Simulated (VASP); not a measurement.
Set up this calculation in VASP 6.6.1, as the native input.

- Task: relaxation of cell and atoms
- Functional: LDA
- Potentials or basis: VASP PAW LDA potentials, release 64 (Sn_d, O)
- Cutoff: 600 eV
- k mesh: 5 × 5 × 6
- Occupations: fermi-dirac, width 0.05 eV
- Spin: no spin polarisation
- Target pressure: 2 GPa
- Dipole correction: no
- Further INCAR settings: ALGO = Normal; EDIFF = 1e-06; IBRION = 2; EDIFFG = -0.01; NSW = 60; ISIF = 3

The structure of SnO2 lies in POSCAR:

```
SnO2
1.0
    4.7880040000      0.0000000000      0.0000000000
    0.0000000000      4.8665820000      0.0000000000
    0.0000000000      0.0000000000      3.2408980000
Sn O
2 4
Direct
    0.0000000000      0.0000000000      0.0000000000
    0.5000000000      0.5000000000      0.5000000000
    0.7081450000      0.6789580000      0.0000000000
    0.2081450000      0.8210420000      0.5000000000
    0.7918550000      0.1789580000      0.5000000000
    0.2918550000      0.3210420000      0.0000000000
```

These files were run (other wordings do the same):

INCAR

```
ALGO     = Normal         # electronic algorithm
EDIFF    = 1E-6           # SCF threshold, eV
EDIFFG   = -0.01          # ionic threshold
ENCUT    = 600            # plane-wave cutoff, eV
IBRION   = 2              # ionic algorithm
ISIF     = 3              # what is computed and relaxed
ISMEAR   = -1             # smearing method
LASPH    = True           # aspherical terms in the spheres
LCHARG   = False          # write CHGCAR
LREAL    = False          # projectors in reciprocal space
LWAVE    = False          # write WAVECAR
NELM     = 60             # most SCF steps
NSW      = 60             # ionic steps
PREC     = Accurate       # precision mode
PSTRESS  = 20.0         
SIGMA    = 0.05           # smearing width, eV
```

KPOINTS

```
k-points
0
Gamma
  5 5 6
```

Potentials or basis: VASP PAW LDA potentials, release 64 (Sn_d, O).

Launch:

```bash
$ cat potpaw_LDA.64/Sn_d/POTCAR potpaw_LDA.64/O/POTCAR > POTCAR
$ mpirun -np 1 vasp_std > vasp.out
```

Results of the run:

```json
{
  "Relaxed volume": "11.78 Å³/atom",
  "Relaxed cell": "a = 4.710 Å, b = 4.706 Å, c = 3.189 Å, α = 90.00°, β = 90.00°, γ = 90.00°",
  "Space group after relaxing (to 0.1 Å)": "P4_2/mnm (No. 136)",
  "Energy change on relaxing (the run minimises the enthalpy)": "-25.6 meV/atom",
  "Ionic steps": "19",
  "Pressure after relaxing": "2.1 GPa",
  "Largest force after relaxing": "0.006 eV/Å",
  "Band gap on the k mesh": "1.26 eV"
}
```

Caveat: the cell is relaxed towards a set pressure, so the run minimises the enthalpy, not the energy; spin-orbit coupling is left out, which moves the levels of the heavy elements.

Run time: 24 min on 1 thread of Intel Xeon 8259CL (shared host), peak memory 0.25 GiB.
